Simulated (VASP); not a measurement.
Runs of VASP 6.6.1 on C. The structure is that of space group P6_3/mmc (No. 194), or close to it. The cells are those of the table. 

```tsv
task	cell	cutoff (eV)	smearing	gap on the mesh (eV)	pressure (GPa)
electric field gradients	a = 2.087, b = 2.087, c = 3.470 Å, angles 90.0, 90.0, 120.0°, 2 atoms	520	methfessel-paxton 0.05 eV	none	10.7
electric field gradients	a = 2.087, b = 2.087, c = 3.470 Å, angles 90.0, 90.0, 120.0°, 2 atoms	520	fermi-dirac 0.03 eV	none	10.7
single point	a = 2.172, b = 2.172, c = 3.611 Å, angles 90.0, 90.0, 120.0°, 2 atoms	600	fermi-dirac 0.03 eV	none	-8.1
electric field gradients	a = 2.130, b = 2.130, c = 3.541 Å, angles 90.0, 90.0, 120.0°, 2 atoms	520	fermi-dirac 0.03 eV	none	(c)
electric field gradients	a = 2.151, b = 2.151, c = 3.577 Å, angles 90.0, 90.0, 120.0°, 2 atoms	520	fermi-dirac 0.03 eV	none	-4.2
single point	a = 2.109, b = 2.109, c = 3.506 Å, angles 90.0, 90.0, 120.0°, 2 atoms	600	fermi-dirac 0.03 eV	none	(b)
electric field gradients	a = 2.172, b = 2.172, c = 3.611 Å, angles 90.0, 90.0, 120.0°, 2 atoms	520	fermi-dirac 0.03 eV	none	-7.9
single point	a = 2.130, b = 2.130, c = 3.541 Å, angles 90.0, 90.0, 120.0°, 2 atoms	600	fermi-dirac 0.03 eV	none	(a)
single point	a = 2.151, b = 2.151, c = 3.577 Å, angles 90.0, 90.0, 120.0°, 2 atoms	600	fermi-dirac 0.03 eV	none	-4.3
single point	a = 2.087, b = 2.087, c = 3.470 Å, angles 90.0, 90.0, 120.0°, 2 atoms	600	fermi-dirac 0.03 eV	none	10.5
```

Alike in all rows: level PBE; potentials or basis VASP PAW PBE potentials, release 64 (C); no spin polarisation; k mesh 17 × 17 × 9.

Q: Estimate the missing entries.

A: (a) -0.1; (b) 4.9; (c) 0.1.

A gap of «none» marks levels without a gap at the run's occupations.
